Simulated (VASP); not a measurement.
# TaN (P1) in VASP: electric field gradients with LDA

Aim: the electric field gradients of TaN with LDA.

Program: VASP 6.6.1. These are calculated values, not measurements. Logs are shortened: lines on timing, memory, paths and dates and some standing lists are left out, and cuts for length are marked.

## 1. The cell of the first run

The typed cell holds 2 atoms: a = 2.938 Å, b = 2.951 Å, c = 2.883 Å, α = 90.21°, β = 90.57°, γ = 120.43°.

## 2. Electric field gradients, LDA (equal xy, yz and zx shear strains of -1 %)

INCAR reads:

```
PREC = Accurate
ENCUT = 520
EDIFF = 1E-8
ISMEAR = -1
SIGMA = 0.02
LREAL = False
LASPH = True
NELM = 120
ALGO = Normal
ISIF = 2
LWAVE = False
LCHARG = False
GGA = CA
LEFG = True
NBANDS = 16
GGA_COMPAT = False
```

KPOINTS reads:

```
regular mesh
0
Gamma
  12 12 10
```

POSCAR reads:

```
TaN
1.0
    2.9379988584     -0.0146899943     -0.0146899943
   -1.4817213374      2.5517266448     -0.0053769111
   -0.0144150000     -0.0144150000      2.8830000000
Ta N
1 1
Direct
    0.3333333333      0.6666666667      0.5000000000
    0.0000000000      0.0000000000      0.0000000000
```

Potentials or basis: VASP PAW LDA potentials, release 64 (Ta_sv_GW, N).

Command:

```
cat potpaw_LDA.64/Ta_sv_GW/POTCAR potpaw_LDA.64/N/POTCAR > POTCAR
mpirun -np 1 vasp_std > vasp.out
```

OUTCAR:

```text
PREC = Accurate
   ENCUT = 520
   EDIFF = 1E-8
   ISMEAR = -1
   LREAL = False
   LASPH = True
   NELM = 120
   ISIF = 2
   GGA = CA

 ion  position               nearest neighbor table
   1  0.333  0.667  0.500-   2 2.21   2 2.22   2 2.23   2 2.24   2 2.24   2 2.24
   2  0.000  0.000  0.000-   1 2.21   1 2.22   1 2.23   1 2.24   1 2.24   1 2.24

  LATTYP: Found a triclinic cell.
 ALAT       =     2.9507348072
 B/A-ratio  =     1.7246180512
 C/A-ratio  =     1.4019657361
 COS(alpha) =     0.0001326136
 COS(beta)  =     0.3571629385
 COS(gamma) =     0.8672748744

  Lattice vectors:

 A1 = (   1.4817213374,  -2.5517266448,   0.0053769111)
 A2 = (   0.0254438164,  -5.0887632953,   0.0254438165)
 A3 = (   2.9524138584,  -0.0002749943,  -2.8976899943)

Analysis of symmetry for initial positions (statically):
=====================================================================
 Subroutine PRICEL returns:
 Original cell was already a primitive cell.

 Routine SETGRP: Setting up the symmetry group for a
 triclinic supercell.

 Subroutine GETGRP returns: Found  1 space group operations
 (whereof  1 operations were pure point group operations)
 out of a pool of  2 trial point group operations.

The static configuration has the point symmetry C_1 .

Analysis of symmetry for dynamics (positions and initial velocities):
=====================================================================
 Subroutine PRICEL returns:
 Original cell was already a primitive cell.

 Routine SETGRP: Setting up the symmetry group for a
 triclinic supercell.

 Subroutine GETGRP returns: Found  1 space group operations
 (whereof  1 operations were pure point group operations)
 out of a pool of  2 trial point group operations.

The dynamic configuration has the point symmetry C_1 .

 Subroutine INISYM returns: Found  1 space group operations
 (whereof  1 operations are pure point group operations),
 and found     1 'primitive' translations

----------------------------------------------------------------------------------------

                                     Primitive cell

  volume of cell :      21.5499

  direct lattice vectors                    reciprocal lattice vectors
     2.937998858 -0.014689994 -0.014689994     0.341372378  0.198231752  0.002698021
    -1.481721337  2.551726645 -0.005376911     0.001975088  0.393042551  0.001975088
    -0.014415000 -0.014415000  2.883000000     0.001743107  0.001743107  0.346878340

  length of vectors
     2.938072307  2.950734807  2.883072074     0.394763483  0.393052476  0.346887099

  position of ions in fractional coordinates (direct lattice)
     0.333333333  0.666666667  0.500000000
     0.000000000  0.000000000  0.000000000

  ion indices of the primitive-cell ions
   primitive index   ion index
                 1           1
                 2           2

----------------------------------------------------------------------------------------

 KPOINTS: regular mesh

Automatic generation of k-mesh.
 Grid dimensions read from file:
 generate k-points for:   12   12   10

 Generating k-lattice:

  Cartesian coordinates                     Fractional coordinates (reciprocal lattice)
     0.028447698  0.016519313  0.000224835     0.083333333 -0.000000000  0.000000000
     0.000164591  0.032753546  0.000164591    -0.000000000  0.083333333  0.000000000
     0.000174311  0.000174311  0.034687834    -0.000000000 -0.000000000  0.100000000

  Length of vectors
     0.032896957  0.032754373  0.034688710

  Shift w.r.t. Gamma in fractional coordinates (k-lattice)
     0.000000000  0.000000000  0.000000000

 Subroutine IBZKPT returns following result:
 ===========================================

 Found    724 irreducible k-points:

 Following reciprocal coordinates:
            Coordinates               Weight
  0.000000  0.000000  0.000000      1.000000
  0.083333  0.000000 -0.000000      2.000000
  0.166667  0.000000  0.000000      2.000000
  0.250000  0.000000  0.000000      2.000000
  0.333333 -0.000000  0.000000      2.000000
  0.416667  0.000000  0.000000      2.000000
[... 16 lines left out ...]
  0.250000  0.166667  0.000000      2.000000
  0.333333  0.166667 -0.000000      2.000000
 [... further k-points ...]
   k-points           NKPTS =    724   k-points in BZ     NKDIM =    724   number of bands    NBANDS=     16
   number of dos      NEDOS =    301   number of ions     NIONS =      2
   total plane-waves  NPLWV =  13824
   dimension x,y,z NGX =    24 NGY =   24 NGZ =   24
   dimension x,y,z NGXF=    48 NGYF=   48 NGZF=   48
   ions per type =               1   1
   NGX,Y,Z   is equivalent  to a cutoff of  13.58, 13.52, 13.84 a.u.
   NGXF,Y,Z  is equivalent  to a cutoff of  27.16, 27.04, 27.68 a.u.
 SYSTEM =  unknown system
   PREC   = accura    normal or accurate (medium, high low for compatibility)
   ISTART =      0    job   : 0-new  1-cont  2-samecut
   ICHARG =      2    charge: 1-file 2-atom 10-const
   ISPIN  =      1    spin polarized calculation?
   LNONCOLLINEAR =      F non collinear calculations
   LSORBIT =      F    spin-orbit coupling
   LASPH  =      T    aspherical Exc in radial PAW
   ENCUT  =  520.0 eV  38.22 Ry    6.18 a.u.   5.46  5.49  5.36*2*pi/ulx,y,z
   NELM   =    120;   NELMIN=  2; NELMDL= -5     # of ELM steps
   EDIFF  = 0.1E-07   stopping-criterion for ELM
   LREAL  =      F    real-space projection
   EDIFFG = 0.1E-06   stopping-criterion for IOM
   NSW    =      0    number of steps for IOM
   IBRION =     -1    ionic relax: 0-MD 1-quasi-New 2-CG
   NFREE  =      0    steps in history (QN), initial steepest desc. (CG)
   ISIF   =      2    stress and relaxation
   ISYM   =      2    0-nonsym 1-usesym 2-fastsym
   POTIM  = 0.5000    time-step for ionic-motion
   TEBEG  =    0.0;   TEEND  =   0.0 temperature during run
   PSTRESS=    0.0 pullay stress
   NELECT =      18.0000    total number of electrons
   NUPDOWN=      -1.0000    fix difference up-down
   EMIN   =  10.00;   EMAX   =-10.00  energy-range for DOS
   EFERMI =   0.00;   METHOD = LEGACY
   ISMEAR =    -1;   SIGMA  =   0.02  broadening in eV -4-tet -1-fermi 0-gaus
   EFERMI_NEDOS =   21; number of points for ismear=-14 and -15
   IALGO  =     38    algorithm
   IMIX   =      4    mixing-type and parameters
     AMIX     =   0.40;   BMIX     =  1.00
     AMIX_MAG =   1.60;   BMIX_MAG =  1.00
  volume/ion in A,a.u.               =      10.77        72.71
  Fermi-wavevector in a.u.,A,eV,Ry     =   1.541761  2.913506 32.341415  2.377027
  Thomas-Fermi vector in A             =   2.647661
   LORBIT       =      0    0 simple, 1 ext, 2 COOP (PROOUT), +10 PAW based schemes
   GGA     = CA    functional components
   LHFCALC =     F    Hartree Fock is set to
   AEXX    =    0.0000 exact exchange contribution
   IVDW    =     0    specifies the selected vdW correction
   LEPSILON=     F    determine dielectric tensor
   LRPA    =     F    only Hartree local field effects (RPA)
 non-spin polarized calculation
  energy-cutoff  :      520.00
  volume of cell :       21.55
 maximum number of plane-waves:       600
 NGX is ok and might be reduce to    24
   NGX = 11   NGY = 11   NGZ = 11

 number of electron      18.0000000 magnetization

 Free energy of the ion-electron system (eV)
  ---------------------------------------------------
  ext. energy  EPLUGINS =         0.00000000
  ---------------------------------------------------
  free energy    TOTEN  =       -27.20173949 eV

  energy without entropy =      -27.20160318  energy(sigma->0) =      -27.20167134

 E-fermi :  12.1941     XC(G=0): -13.9763

 val. band max:       12.1927127301   @ k =   0.0000   0.0000   0.4000
 cond. band min:      12.2232805510   @ k =  -0.0833  -0.0000   0.4000
 fundamental gap:      0.0305678209
 Fermi energy:        12.1941337075

 k-point     1 :       0.0000    0.0000    0.0000
  band No.  band energies     occupation
      1     -55.9653      2.00000
      2     -22.4900      2.00000
      3     -22.2397      2.00000
      4     -22.2179      2.00000
      5      -5.3850      2.00000
      6       7.5229      2.00000
[... 8 lines left out ...]
     15      25.0944      0.00000
     16      28.1814      0.00000
[... 419 lines left out ...]
 k-point    24 :       0.3333    0.1667   -0.0000
  band No.  band energies     occupation
      1     -55.8850      2.00000
      2     -23.1603      2.00000
      3     -22.6180      2.00000
      4     -22.3413      2.00000
      5      -3.0154      2.00000
      6       4.2921      2.00000
[... 8 lines left out ...]
     15      24.9211      0.00000
     16      27.7694      0.00000

 [... further k-points ...]

------------------------ aborting loop because EDIFF is reached ----------------------------------------

  FORCE on cell =-STRESS in cart. coord.  units (eV):
  Direction    XX          YY          ZZ          XY          YZ          ZX
  --------------------------------------------------------------------------------------
  -------------------------------------------------------------------------------------
  Total       -1.3908260     -1.3655722     -1.5690130      0.2998607      0.3279204      0.3281219
  in kB     -103.4040519   -101.5265025   -116.6517547     22.2938094     24.3799724     24.3949499
  external PRESSURE =    -107.1941030 kB  Pullay stress =       0.0000000 kB

 VOLUME and BASIS-vectors are now :
 -----------------------------------------------------------------------------
  energy-cutoff  :      520.00
  volume of cell :       21.55
      direct lattice vectors                 reciprocal lattice vectors
     2.937998858 -0.014689994 -0.014689994     0.341372378  0.198231752  0.002698021
    -1.481721337  2.551726645 -0.005376911     0.001975088  0.393042551  0.001975088
    -0.014415000 -0.014415000  2.883000000     0.001743107  0.001743107  0.346878340

 POSITION                                       TOTAL-FORCE (eV/Angst)
 -----------------------------------------------------------------------------------
     -0.01569      1.68905      1.43302        -0.017109     -0.000362     -0.005373
      0.00000      0.00000      0.00000         0.017109      0.000362      0.005373
 -----------------------------------------------------------------------------------
    total drift:                                0.000006      0.000004      0.000054

  FREE ENERGIE OF THE ION-ELECTRON SYSTEM (eV)
  ---------------------------------------------------
  free  energy   TOTEN  =       -27.2017394930 eV

  energy  without entropy=      -27.2016031778  energy(sigma->0) =      -27.20167134

 Electric field gradients (V/A^2)
---------------------------------------------------------------------
 ion       V_xx      V_yy      V_zz      V_xy      V_xz      V_yz
---------------------------------------------------------------------
   1     -17.248   -17.171    34.420   -14.338   -24.870   -24.883
   2       0.032     0.017    -0.048    -0.895    -1.282    -1.281
---------------------------------------------------------------------

 Electric field gradients after diagonalization (V/A^2)
 (convention: |V_zz| > |V_xx| > |V_yy|)
----------------------------------------------------------------------
 ion       V_xx      V_yy      V_zz     asymmetry (V_yy - V_xx)/ V_zz
----------------------------------------------------------------------
   1     -46.788    -2.872    49.661       0.884
   2       1.399     0.919    -2.318       0.207
----------------------------------------------------------------------

           NMR quadrupolar parameters

 Cq : quadrupolar parameter    Cq=e*Q*V_zz/h
 eta: asymmetry parameters     (V_yy - V_xx)/ V_zz
 Q  : nuclear electric quadrupole moment in mb (millibarn)
----------------------------------------------------------------------
 ion       Cq(MHz)       eta       Q (mb)
----------------------------------------------------------------------
   1       0.120       0.884       1.000
   2      -0.006       0.207       1.000
----------------------------------------------------------------------
```

It took 3.1 min on 1 thread of AMD EPYC 7R13 (Zen 3), shared host; peak memory 0.34 GiB.

Results:

- Free energy: -27.2017 eV
- Pressure: -10.7 GPa
- Largest force: 0.018 eV/Å
- Band gap on the k mesh: zero (bands 9 and 10 overlap by 0.32 eV)
- Largest electric field gradient by atom: Ta +49.7; N -2.3 V/Å²

Forces in eV/Å, atoms in the order of the input:
```
Ta  -0.017  0.000 -0.005
N    0.017  0.000  0.005
```

Stress tensor (GPa, compression positive):
```
-10.34   2.23   2.44
  2.23 -10.15   2.44
  2.44   2.44 -11.67
```

Levels at points of the mesh, in eV from the Fermi level:
| k point | band 7 | band 8 | band 9 | band 10 | band 11 | band 12 |
| --- | --- | --- | --- | --- | --- | --- |
| (0.00, 0.00, 0.00) | -4.55 | -4.25 | -2.94 | 2.27 | 3.42 | 3.54 |
| (0.50, 0.00, 0.00) | -5.25 | -3.51 | -3.23 | 2.83 | 3.95 | 5.08 |
| (0.00, 0.50, 0.00) | -5.25 | -3.53 | -3.19 | 2.87 | 3.97 | 5.09 |
| (0.50, 0.50, 0.00) | -5.25 | -3.54 | -3.15 | 2.91 | 4.00 | 5.09 |
| (0.00, 0.00, 0.50) | -3.81 | -3.77 | -0.28 | -0.08 | 2.35 | 3.15 |
| (0.50, 0.00, 0.50) | -6.19 | -5.80 | -0.28 | 4.11 | 5.29 | 6.01 |
| (0.00, 0.50, 0.50) | -6.19 | -5.74 | -0.33 | 4.12 | 5.25 | 6.00 |
| (0.50, 0.50, 0.50) | -6.18 | -5.68 | -0.39 | 4.14 | 5.24 | 5.97 |

Electric field gradients, principal values (V/Å²):
| atom | least | middle | greatest (by size) |
| --- | --- | --- | --- |
| 1 Ta | -2.872 | -46.788 | 49.661 |
| 2 N | 0.919 | 1.399 | -2.318 |

Caveat: the cell differs from its parent crystal (equal xy, yz and zx shear strains of -1 %); the cell stands under tension; without QUAD_EFG the Cq values of the log hold for a quadrupole moment of 1 mb, not for the nuclei; spin-orbit coupling is left out, which moves the levels of the heavy elements.

The gap in the log of VASP goes by the Fermi energy; the results here count the filled bands.